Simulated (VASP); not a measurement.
# YSe in VASP: notebook

Runs on YSe. Level: LDA. Tasks: single point.

Everything below comes from runs of VASP 6.6.1. Logs are shortened: lines on timing, memory, paths and dates and some standing lists are left out, and cuts for length are marked.

### 1 The cell of the first run

The structure is cubic, space group Fm-3m (No. 225). Conventional cell: a = 5.826 Å, b = 5.826 Å, c = 5.826 Å, α = 90.00°, β = 90.00°, γ = 90.00°. Y (site symmetry m-3m) has 6 Se at 2.91 Å within 3.8 Å. Se (site symmetry m-3m) has 6 Y at 2.91 Å within 3.8 Å.

### 2 Single point, LDA (volume scaled by 1.04)

INCAR

```
PREC = Accurate ; ENCUT = 520
EDIFF = 1E-7 ; ISMEAR = -1
SIGMA = 0.03 ; LREAL = False
LASPH = True ; NELM = 60
ALGO = Normal ; ISIF = 2
LWAVE = False ; LCHARG = False
GGA = CA ; NBANDS = 16
```

KPOINTS

```
Automatic mesh
0
Gamma
  7 7 7
```

POSCAR

```
YSe
1.0
    0.0000000000      2.9128332860      2.9128332860
    2.9128332860      0.0000000000      2.9128332860
    2.9128332860      2.9128332860      0.0000000000
Y Se
1 1
Direct
    0.0000000000      0.0000000000      0.0000000000
    0.5000000000      0.5000000000      0.5000000000
```

Potentials or basis: VASP PAW LDA potentials, release 64 (Y_sv, Se).

Command:

```console
cat potpaw_LDA.64/Y_sv/POTCAR potpaw_LDA.64/Se/POTCAR > POTCAR
mpirun -np 1 vasp_std > vasp.out
```

OUTCAR:

```text
PREC = Accurate
   ENCUT = 520
   EDIFF = 1E-7
   ISMEAR = -1
   LREAL = False
   LASPH = True
   NELM = 60
   ISIF = 2
   GGA = CA

 ion  position               nearest neighbor table
   1  0.000  0.000  0.000-   2 2.91   2 2.91   2 2.91   2 2.91   2 2.91   2 2.91
   2  0.500  0.500  0.500-   1 2.91   1 2.91   1 2.91   1 2.91   1 2.91   1 2.91

  LATTYP: Found a face centered cubic cell.
 ALAT       =     5.8256665720

  Lattice vectors:

 A1 = (   0.0000000000,   2.9128332860,   2.9128332860)
 A2 = (   2.9128332860,   0.0000000000,   2.9128332860)
 A3 = (   2.9128332860,   2.9128332860,   0.0000000000)

Analysis of symmetry for initial positions (statically):
=====================================================================
 Subroutine PRICEL returns:
 Original cell was already a primitive cell.

 Routine SETGRP: Setting up the symmetry group for a
 face centered cubic supercell.

 Subroutine GETGRP returns: Found 48 space group operations
 (whereof 48 operations were pure point group operations)
 out of a pool of 48 trial point group operations.

The static configuration has the point symmetry O_h .

Analysis of symmetry for dynamics (positions and initial velocities):
=====================================================================
 Subroutine PRICEL returns:
 Original cell was already a primitive cell.

 Routine SETGRP: Setting up the symmetry group for a
 face centered cubic supercell.

 Subroutine GETGRP returns: Found 48 space group operations
 (whereof 48 operations were pure point group operations)
 out of a pool of 48 trial point group operations.

The dynamic configuration has the point symmetry O_h .

 Subroutine INISYM returns: Found 48 space group operations
 (whereof 48 operations are pure point group operations),
 and found     1 'primitive' translations

----------------------------------------------------------------------------------------

                                     Primitive cell

  volume of cell :      49.4284

  direct lattice vectors                    reciprocal lattice vectors
     0.000000000  2.912833286  2.912833286    -0.171654177  0.171654177  0.171654177
     2.912833286  0.000000000  2.912833286     0.171654177 -0.171654177  0.171654177
     2.912833286  2.912833286  0.000000000     0.171654177  0.171654177 -0.171654177

  length of vectors
     4.119368338  4.119368338  4.119368338     0.297313756  0.297313756  0.297313756

  position of ions in fractional coordinates (direct lattice)
     0.000000000  0.000000000  0.000000000
     0.500000000  0.500000000  0.500000000

  ion indices of the primitive-cell ions
   primitive index   ion index
                 1           1
                 2           2

----------------------------------------------------------------------------------------

 KPOINTS: Automatic mesh

Automatic generation of k-mesh.
 Grid dimensions read from file:
 generate k-points for:    7    7    7

 Generating k-lattice:

  Cartesian coordinates                     Fractional coordinates (reciprocal lattice)
    -0.024522025  0.024522025  0.024522025     0.142857143  0.000000000  0.000000000
     0.024522025 -0.024522025  0.024522025     0.000000000  0.142857143  0.000000000
     0.024522025  0.024522025 -0.024522025     0.000000000  0.000000000  0.142857143

  Length of vectors
     0.042473394  0.042473394  0.042473394

  Shift w.r.t. Gamma in fractional coordinates (k-lattice)
     0.000000000  0.000000000  0.000000000

 Subroutine IBZKPT returns following result:
 ===========================================

 Found     20 irreducible k-points:

 Following reciprocal coordinates:
            Coordinates               Weight
  0.000000  0.000000  0.000000      1.000000
  0.142857  0.000000  0.000000      8.000000
  0.285714  0.000000  0.000000      8.000000
  0.428571  0.000000  0.000000      8.000000
  0.142857  0.142857  0.000000      6.000000
  0.285714  0.142857  0.000000     24.000000
[... 12 lines left out ...]
 -0.428571  0.428571  0.142857     24.000000
 -0.285714  0.428571  0.142857     24.000000
   k-points           NKPTS =     20   k-points in BZ     NKDIM =     20   number of bands    NBANDS=     16
   number of dos      NEDOS =    301   number of ions     NIONS =      2
   total plane-waves  NPLWV =  32768
   dimension x,y,z NGX =    32 NGY =   32 NGZ =   32
   dimension x,y,z NGXF=    64 NGYF=   64 NGZF=   64
   ions per type =               1   1
   NGX,Y,Z   is equivalent  to a cutoff of  12.91, 12.91, 12.91 a.u.
   NGXF,Y,Z  is equivalent  to a cutoff of  25.83, 25.83, 25.83 a.u.
 SYSTEM =  unknown system
   PREC   = accura    normal or accurate (medium, high low for compatibility)
   ISTART =      0    job   : 0-new  1-cont  2-samecut
   ICHARG =      2    charge: 1-file 2-atom 10-const
   ISPIN  =      1    spin polarized calculation?
   LNONCOLLINEAR =      F non collinear calculations
   LSORBIT =      F    spin-orbit coupling
   LASPH  =      T    aspherical Exc in radial PAW
   ENCUT  =  520.0 eV  38.22 Ry    6.18 a.u.   7.66  7.66  7.66*2*pi/ulx,y,z
   NELM   =     60;   NELMIN=  2; NELMDL= -5     # of ELM steps
   EDIFF  = 0.1E-06   stopping-criterion for ELM
   LREAL  =      F    real-space projection
   EDIFFG = 0.1E-05   stopping-criterion for IOM
   NSW    =      0    number of steps for IOM
   IBRION =     -1    ionic relax: 0-MD 1-quasi-New 2-CG
   NFREE  =      0    steps in history (QN), initial steepest desc. (CG)
   ISIF   =      2    stress and relaxation
   ISYM   =      2    0-nonsym 1-usesym 2-fastsym
   POTIM  = 0.5000    time-step for ionic-motion
   TEBEG  =    0.0;   TEEND  =   0.0 temperature during run
   PSTRESS=    0.0 pullay stress
   NELECT =      17.0000    total number of electrons
   NUPDOWN=      -1.0000    fix difference up-down
   EMIN   =  10.00;   EMAX   =-10.00  energy-range for DOS
   EFERMI =   0.00;   METHOD = LEGACY
   ISMEAR =    -1;   SIGMA  =   0.03  broadening in eV -4-tet -1-fermi 0-gaus
   EFERMI_NEDOS =   21; number of points for ismear=-14 and -15
   IALGO  =     38    algorithm
   IMIX   =      4    mixing-type and parameters
     AMIX     =   0.40;   BMIX     =  1.00
     AMIX_MAG =   1.60;   BMIX_MAG =  1.00
  volume/ion in A,a.u.               =      24.71       166.78
  Fermi-wavevector in a.u.,A,eV,Ry     =   1.147006  2.167526 17.900120  1.315622
  Thomas-Fermi vector in A             =   2.283687
   LORBIT       =      0    0 simple, 1 ext, 2 COOP (PROOUT), +10 PAW based schemes
   GGA     = CA    functional components
   LHFCALC =     F    Hartree Fock is set to
   AEXX    =    0.0000 exact exchange contribution
   IVDW    =     0    specifies the selected vdW correction
   LEPSILON=     F    determine dielectric tensor
   LRPA    =     F    only Hartree local field effects (RPA)
 non-spin polarized calculation
  energy-cutoff  :      520.00
  volume of cell :       49.43
 maximum number of plane-waves:      1363
   NGX = 15   NGY = 15   NGZ = 15

 number of electron      16.9999999 magnetization

 Free energy of the ion-electron system (eV)
  ---------------------------------------------------
  ext. energy  EPLUGINS =         0.00000000
  ---------------------------------------------------
  free energy    TOTEN  =       -14.82601196 eV

  energy without entropy =      -14.82184536  energy(sigma->0) =      -14.82392866

 E-fermi :   5.6882     XC(G=0): -10.2440

 val. band max:        5.5148480242   @ k =   0.1429   0.0000   0.0000
 cond. band min:       5.7145372640   @ k =   0.1429   0.0000   0.0000
 fundamental gap:      0.1996892398
 Fermi energy:         5.6882449267

 k-point     1 :       0.0000    0.0000    0.0000
  band No.  band energies     occupation
      1     -37.9576      2.00000
      2     -18.0372      2.00000
      3     -18.0372      2.00000
      4     -18.0372      2.00000
      5      -9.3977      2.00000
      6       2.5967      2.00000
[... 8 lines left out ...]
     15      11.7686      0.00000
     16      17.2026      0.00000

 k-point     2 :       0.1429    0.0000    0.0000
  band No.  band energies     occupation
      1     -37.9552      2.00000
      2     -18.0833      2.00000
      3     -18.0401      2.00000
      4     -18.0401      2.00000
      5      -9.2365      2.00000
      6       1.5058      2.00000
[... 8 lines left out ...]
     15      12.4529      0.00000
     16      15.2733      0.00000

 k-point     3 :       0.2857    0.0000    0.0000
  band No.  band energies     occupation
      1     -37.9497      2.00000
      2     -18.1838      2.00000
      3     -18.0468      2.00000
      4     -18.0468      2.00000
      5      -8.8524      2.00000
      6      -0.0083      2.00000
[... 8 lines left out ...]
     15      12.4427      0.00000
     16      13.6208      0.00000

 k-point     4 :       0.4286    0.0000    0.0000
  band No.  band energies     occupation
      1     -37.9453      2.00000
      2     -18.2615      2.00000
      3     -18.0521      2.00000
      4     -18.0521      2.00000
      5      -8.5148      2.00000
      6      -0.9403      2.00000
[... 8 lines left out ...]
     15      11.6653      0.00000
     16      11.6653      0.00000
[... 248 lines left out ...]
 k-point    18 :      -0.4286    0.2857    0.1429
  band No.  band energies     occupation
      1     -37.9425      2.00000
      2     -18.2130      2.00000
      3     -18.1145      2.00000
      4     -18.0750      2.00000
      5      -8.6110      2.00000
      6      -0.3322      2.00000
[... 8 lines left out ...]
     15      11.7383      0.00000
     16      12.7180      0.00000

 k-point    19 :      -0.4286    0.4286    0.1429
  band No.  band energies     occupation
      1     -37.9411      2.00000
      2     -18.1913      2.00000
      3     -18.1204      2.00000
      4     -18.1040      2.00000
      5      -8.7282      2.00000
      6       0.1742      2.00000
[... 8 lines left out ...]
     15      12.3046      0.00000
     16      13.7131      0.00000

 k-point    20 :      -0.2857    0.4286    0.1429
  band No.  band energies     occupation
      1     -37.9407      2.00000
      2     -18.1655      2.00000
      3     -18.1627      2.00000
      4     -18.0987      2.00000
      5      -8.6562      2.00000
      6       0.2572      2.00000
[... 8 lines left out ...]
     15      12.5469      0.00000
     16      12.5960      0.00000

------------------------ aborting loop because EDIFF is reached ----------------------------------------

  FORCE on cell =-STRESS in cart. coord.  units (eV):
  Direction    XX          YY          ZZ          XY          YZ          ZX
  --------------------------------------------------------------------------------------
  -------------------------------------------------------------------------------------
  Total       -2.1864574     -2.1864574     -2.1864574      0.0000000      0.0000000     -0.0000000
  in kB      -70.8720039    -70.8720039    -70.8720039      0.0000000      0.0000000     -0.0000000
  external PRESSURE =     -70.8720039 kB  Pullay stress =       0.0000000 kB

 VOLUME and BASIS-vectors are now :
 -----------------------------------------------------------------------------
  energy-cutoff  :      520.00
  volume of cell :       49.43
      direct lattice vectors                 reciprocal lattice vectors
     0.000000000  2.912833286  2.912833286    -0.171654177  0.171654177  0.171654177
     2.912833286  0.000000000  2.912833286     0.171654177 -0.171654177  0.171654177
     2.912833286  2.912833286  0.000000000     0.171654177  0.171654177 -0.171654177

 POSITION                                       TOTAL-FORCE (eV/Angst)
 -----------------------------------------------------------------------------------
      0.00000      0.00000      0.00000         0.000000     -0.000000     -0.000000
      2.91283      2.91283      2.91283        -0.000000      0.000000      0.000000
 -----------------------------------------------------------------------------------
    total drift:                                0.000000     -0.000000     -0.000000

  FREE ENERGIE OF THE ION-ELECTRON SYSTEM (eV)
  ---------------------------------------------------
  free  energy   TOTEN  =       -14.8260119595 eV

  energy  without entropy=      -14.8218453588  energy(sigma->0) =      -14.82392866
```

Wall time 14 s (1 thread of Intel Xeon Platinum 8259CL at 2.50GHz (Skylake/Cascade Lake), shared host); peak memory 0.17 GiB.

What came out:

```
Free energy : -14.8260 eV
Pressure    : -7.1 GPa
```

Levels at points of the mesh, in eV from the Fermi level:
| k point | band 5 | band 6 | band 7 | band 8 | band 9 | band 10 | band 11 | band 12 | band 13 | band 14 |
| --- | --- | --- | --- | --- | --- | --- | --- | --- | --- | --- |
| (0.00, 0.00, 0.00) | -15.09 | -3.09 | -3.09 | -3.09 | -0.30 | -0.30 | -0.30 | 0.24 | 0.42 | 0.42 |

### 3 Single point, LDA (equal xy, yz and zx shear strains of -2 %)

INCAR

```
PREC = Accurate ; ENCUT = 520
EDIFF = 1E-6 ; ISMEAR = -1
SIGMA = 0.03 ; LREAL = False
LASPH = True ; NELM = 100
ALGO = Normal ; ISIF = 2
LWAVE = False ; LCHARG = False
GGA = CA ; NBANDS = 16
```

KPOINTS is that of step 2.

POSCAR

```
YSe
1.0
   -0.0575000000      2.8462500000      2.8462500000
    2.8462500000     -0.0575000000      2.8462500000
    2.8462500000      2.8462500000     -0.0575000000
Y Se
1 1
Direct
    0.0000000000      0.0000000000      0.0000000000
    0.5000000000      0.5000000000      0.5000000000
```

Potentials or basis: VASP PAW LDA potentials, release 64 (Y_sv, Se).

Command:

```console
cat potpaw_LDA.64/Y_sv/POTCAR potpaw_LDA.64/Se/POTCAR > POTCAR
mpirun -np 1 vasp_std > vasp.out
```

Wall time 32 s (1 thread of AMD EPYC 7R13, shared host); peak memory 0.16 GiB.

It converged, with:

- Free energy: -14.8941 eV
- Pressure: -4.5 GPa

Stress tensor (GPa, compression positive):
```
-4.48  0.29  0.29
 0.29 -4.48  0.29
 0.29  0.29 -4.48
```

Levels at points of the mesh, in eV from the Fermi level:
```tsv
k point	band 5	band 6	band 7	band 8	band 9	band 10	band 11	band 12
(0.00, 0.00, 0.00)	-15.18	-3.09	-3.09	-2.94	-0.39	-0.39	-0.14	0.48
```

Caveat: the cell differs from its parent crystal (equal xy, yz and zx shear strains of -2 %).

### 4 Single point, LDA (equal xy, yz and zx shear strains of -1 %)

INCAR

```
SYSTEM = YSe
PREC     = Accurate       ! precision mode
ENCUT    = 520            ! plane-wave cutoff, eV
EDIFF    = 1E-6           ! SCF threshold, eV
ISMEAR   = -1             ! smearing method
SIGMA    = 0.03           ! smearing width, eV
LREAL    = .FALSE.        ! projectors in reciprocal space
LASPH    = .TRUE.         ! aspherical terms in the spheres
NELM     = 60             ! most SCF steps
ALGO     = Normal         ! electronic algorithm
ISIF     = 2              ! what is computed and relaxed
LWAVE    = .FALSE.        ! write WAVECAR
LCHARG   = .FALSE.        ! write CHGCAR
GGA      = CA             ! functional
NBANDS   = 16             ! bands
```

KPOINTS

```
regular mesh
0
G
  7 7 7
  0 0 0
```

POSCAR

```
YSe
1.0
   -0.0287500000      2.8606250000      2.8606250000
    2.8606250000     -0.0287500000      2.8606250000
    2.8606250000      2.8606250000     -0.0287500000
Y Se
1 1
Direct
    0.0000000000      0.0000000000      0.0000000000
    0.5000000000      0.5000000000      0.5000000000
```

Potentials or basis: VASP PAW LDA potentials, release 64 (Y_sv, Se).

Command:

```console
cat potpaw_LDA.64/Y_sv/POTCAR potpaw_LDA.64/Se/POTCAR > POTCAR
mpirun -np 1 vasp_std > vasp.out
```

OUTCAR:

```text
SYSTEM = YSe
   PREC = Accurate
   ENCUT = 520
   EDIFF = 1E-6
   ISMEAR = -1
   LREAL = .FALSE.
   LASPH = .TRUE.
   NELM = 60
   ISIF = 2
   GGA = CA

 ion  position               nearest neighbor table
   1  0.000  0.000  0.000-   2 2.88   2 2.88   2 2.88   2 2.88   2 2.88   2 2.88
   2  0.500  0.500  0.500-   1 2.88   1 2.88   1 2.88   1 2.88   1 2.88   1 2.88

  LATTYP: Found a trigonal (rhomboedric) cell.
 ALAT       =     4.0456368280
 COS(alpha) =     0.4899250057

  Lattice vectors:

 A1 = (  -0.0287500000,   2.8606250000,   2.8606250000)
 A2 = (   2.8606250000,  -0.0287500000,   2.8606250000)
 A3 = (   2.8606250000,   2.8606250000,  -0.0287500000)

Analysis of symmetry for initial positions (statically):
=====================================================================
 Subroutine PRICEL returns:
 Original cell was already a primitive cell.

 Routine SETGRP: Setting up the symmetry group for a
 trigonal (rhombohedral) supercell.

 Subroutine GETGRP returns: Found 12 space group operations
 (whereof 12 operations were pure point group operations)
 out of a pool of 12 trial point group operations.
[... 157 lines left out ...]
  ext. energy  EPLUGINS =         0.00000000
  ---------------------------------------------------
  free energy    TOTEN  =       -14.89526729 eV

  energy without entropy =      -14.89194357  energy(sigma->0) =      -14.89360543

 E-fermi :   5.9606     XC(G=0): -10.4149

 val. band max:        5.9489409448   @ k =   0.1429   0.1429   0.1429
 cond. band min:       5.9945442396   @ k =   0.4286   0.4286   0.2857
 fundamental gap:      0.0456032948
 Fermi energy:         5.9605663673

 k-point     1 :       0.0000    0.0000    0.0000
  band No.  band energies     occupation
      1     -37.5494      2.00000
      2     -17.6396      2.00000
      3     -17.6396      2.00000
      4     -17.6338      2.00000
      5      -9.2431      2.00000
      6       2.8700      2.00000
[... 433 lines left out ...]
      3     -17.7058      2.00000
      4     -17.6673      2.00000
      5      -8.5332      2.00000
      6      -0.0181      2.00000
[... 8 lines left out ...]
     15      12.2590      0.00000
     16      13.4829      0.00000

 [... further k-points ...]
[... 5 lines left out ...]
  --------------------------------------------------------------------------------------
  -------------------------------------------------------------------------------------
  Total       -1.3302852     -1.3302852     -1.3302852      0.0167358      0.0167358      0.0167358
  in kB      -44.8481431    -44.8481431    -44.8481431      0.5642159      0.5642159      0.5642159
  external PRESSURE =     -44.8481431 kB  Pullay stress =       0.0000000 kB

 VOLUME and BASIS-vectors are now :
 -----------------------------------------------------------------------------
  energy-cutoff  :      520.00
  volume of cell :       47.52
      direct lattice vectors                 reciprocal lattice vectors
    -0.028750000  2.860625000  2.860625000    -0.172173826  0.173921783  0.173921783
     2.860625000 -0.028750000  2.860625000     0.173921783 -0.172173826  0.173921783
     2.860625000  2.860625000 -0.028750000     0.173921783  0.173921783 -0.172173826

 POSITION                                       TOTAL-FORCE (eV/Angst)
 -----------------------------------------------------------------------------------
      0.00000      0.00000      0.00000        -0.000000      0.000000     -0.000000
      2.84625      2.84625      2.84625         0.000000     -0.000000      0.000000
 -----------------------------------------------------------------------------------
    total drift:                               -0.000000      0.000000      0.000000

  FREE ENERGIE OF THE ION-ELECTRON SYSTEM (eV)
  ---------------------------------------------------
  free  energy   TOTEN  =       -14.8952672938 eV

  energy  without entropy=      -14.8919435673  energy(sigma->0) =      -14.89360543
```

Wall time 39 s (1 thread of AMD EPYC 7R13, shared host); peak memory 0.16 GiB.

Results:

```
Free energy : -14.8953 eV
Pressure    : -4.5 GPa
```

Caveat: the cell differs from its parent crystal (equal xy, yz and zx shear strains of -1 %).

(Continued in part 2 of 2.)
